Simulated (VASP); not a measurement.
Here is a VASP 6.6.1 calculation.

The input INCAR:

```
PREC = Accurate
ENCUT = 520
EDIFF = 1E-6
ISMEAR = -1
SIGMA = 0.05
LREAL = False
LASPH = True
NELM = 60
ALGO = Normal
ISIF = 2
LWAVE = False
LCHARG = False
GGA = PE
NBANDS = 26
```

KPOINTS

```
regular mesh
0
Gamma
  10 10 6
```

The input POSCAR:

```
ZnSe
1.0
    3.7232164176      0.0000000000      0.0000000000
   -1.8616082088      3.2244000014      0.0000000000
    0.0000000000      0.0000000000      6.0465613996
Zn Se
2 2
Direct
    0.0000000000      0.0000000000      0.0000000000
    0.0000000000      0.0000000000      0.5000000000
    0.3333333333      0.6666666667      0.2500000000
    0.6666666667      0.3333333333      0.7500000000
```

Potentials or basis: VASP PAW PBE potentials, release 64 (Zn, Se).

Launch:

```console
$ cat potpaw_PBE.64/Zn/POTCAR potpaw_PBE.64/Se/POTCAR > POTCAR
$ mpirun -np 1 vasp_std > vasp.out
```

Question: What does it give for the pressure?

Answer: 6.4 GPa.

Question: What does it give for the band gap on the k mesh?

Answer: Zero (bands 18 and 19 overlap by 0.30 eV).

Caveat: the cell stands under pressure; semilocal functionals underestimate gaps, so a narrow gap can read as zero.
